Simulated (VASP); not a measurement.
A run of VASP 6.6.1:

The input INCAR:

```
SYSTEM = AlN
ALGO = Normal ; EDIFF = 1E-6
ENCUT = 600 ; GGA = PS
GGA_COMPAT = .FALSE. ; ISIF = 2
ISMEAR = 0 ; LASPH = .TRUE.
LCHARG = .TRUE. ; LELF = .TRUE.
LREAL = .FALSE. ; LVHAR = .TRUE.
LWAVE = .FALSE. ; NBANDS = 11
NELM = 120 ; PREC = Accurate
SIGMA = 0.02
```

KPOINTS

```
k-points
0
G
  10 10 10
  0 0 0
```

POSCAR

```
AlN
1.0
    0.0000000000      1.9813529230      1.9813529230
    1.9813529230      0.0000000000      1.9813529230
    1.9813529230      1.9813529230      0.0000000000
Al N
1 1
Direct
    0.5000000000      0.5000000000      0.5000000000
    0.0000000000      0.0000000000      0.0000000000
```

Potentials or basis: VASP PAW PBE potentials, release 64 (Al, N).

Launch:

```console
$ cat potpaw_PBE.64/Al/POTCAR potpaw_PBE.64/N/POTCAR > POTCAR
$ mpirun -np 1 vasp_std > vasp.out
```

Hardware: 1 thread of AMD EPYC 7R43 64-Core Processor (Zen 3), on a shared host.

Problem. How long does it take, and how much memory?

Solution. It took 12 s on 1 thread of AMD EPYC 7R43 64-Core Processor (Zen 3) (shared host), peak memory 0.09 GiB. Counts: scf iterations 12, k points 47.
